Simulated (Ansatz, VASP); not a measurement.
# One calculation of CuH4, two programs

Contents of INCAR:

```
  PREC = Accurate
  ENCUT = 520
  EDIFF = 1E-6
  ISMEAR = 0
  SIGMA = 0.1
  LREAL = False
  LASPH = True
  NELM = 100
  ALGO = Normal
  ISIF = 2
  LWAVE = False
  LCHARG = False
  GGA = PE
  NBANDS = 16
```

KPOINTS

```
regular mesh
0
Gamma
  8 8 16
```

Contents of POSCAR:

```
CuH4
1.0
    2.9768825237     -4.4388911903      0.0000000000
    2.9768825237      4.4388911903      0.0000000000
    0.0000000000      0.0000000000      2.4041448011
Cu H
1 4
Direct
    0.0000000000      0.0000000000      0.0000000000
    0.5630734617      0.5630734617      0.0000000000
    0.4369265383      0.4369265383      0.0000000000
    0.1236435142      0.8763564858      0.5000000000
    0.8763564858      0.1236435142      0.5000000000
```

Input for Ansatz:

```yaml
crystal:
  lattice:
    - [2.9768825237, -4.4388911903, 0.0]
    - [2.9768825237, 4.4388911903, 0.0]
    - [0.0, 0.0, 2.4041448011]
  atoms:
    - { symbol: Cu, position: [0.0, 0.0, 0.0] }
    - { symbol: H, position: [0.5630734617, 0.5630734617, 0.0] }
    - { symbol: H, position: [0.4369265383, 0.4369265383, 0.0] }
    - { symbol: H, position: [0.1236435142, 0.8763564858, 0.5] }
    - { symbol: H, position: [0.8763564858, 0.1236435142, 0.5] }
basis:
  ecutwfc: 420
kpoints:
  mp_grid: { grid: [8, 8, 16] }
  band_path:
    path:
      - [[0.0, 0.0, 0.0], [-0.5, 0.5, 0.0], [-0.36243833, 0.63756167, 0.0]]
      - [[0.36243833, 0.36243833, 0.0], [0.0, 0.0, 0.0], [0.0, 0.0, 0.5], [0.36243833, 0.36243833, 0.5]]
      - [[-0.36243833, 0.63756167, 0.5], [-0.5, 0.5, 0.5], [-0.5, 0.5, 0.0]]
      - [[0.0, 0.0, 0.0], [0.0, 0.5, 0.0], [0.0, 0.5, 0.5], [0.0, 0.0, 0.5], [-0.5, 0.5, 0.5]]
    npoints: 14
hamiltonian:
  xc: pbe
scf:
  occupations: { method: gaussian, width: 0.1 }
  n_extra_bands: 12
output:
  forces: true
  stress: true
  eigenvalues: true
  populations: true
  dos: { projected: true, de: 0.02, nscf_kmesh: { grid: [10, 10, 20] } }
  bader: true
  write_density: true
  write_potential: true
  elf: true
  volumetric_format: npy
```

Alike in both runs: task single point; functional PBE; k mesh 8 × 8 × 16; occupations gaussian, width 0.1 eV; no spin polarisation.

|  | VASP | Ansatz |
| --- | --- | --- |
| version | VASP 6.6.1 | Ansatz 0.2.0 |
| potentials or method | VASP PAW PBE potentials, release 64 (Cu, H), cutoff 520 eV | scalar-relativistic, plane waves, PAW |
| valence electrons in the cell | 15 | 23 |

VASP gave:

```
gap on the k mesh at the Fermi level (eV)                     : none
pressure (GPa)                                                : -0.1
traceless stress, the component that is largest in VASP (GPa) : 0.16
rms of the force components (eV/Å)                            : 0.009
```

Problem. Estimate Ansatz's values.

Solution. gap on the k mesh at the Fermi level (eV): none; pressure (GPa): 0.0; traceless stress, the component that is largest in VASP (GPa): 0.00; rms of the force components (eV/Å): 0.001.

Atom by atom the forces differ by 0.008 eV/Å (rms over components). A gap of «none» marks a metal or a gap that the smearing closes. The functional is the same, so the differences come from potentials, cutoffs and numerics. VASP's potentials hold 15 valence electrons a cell and Ansatz's 23, so a difference there can come from the potentials and not from the codes.
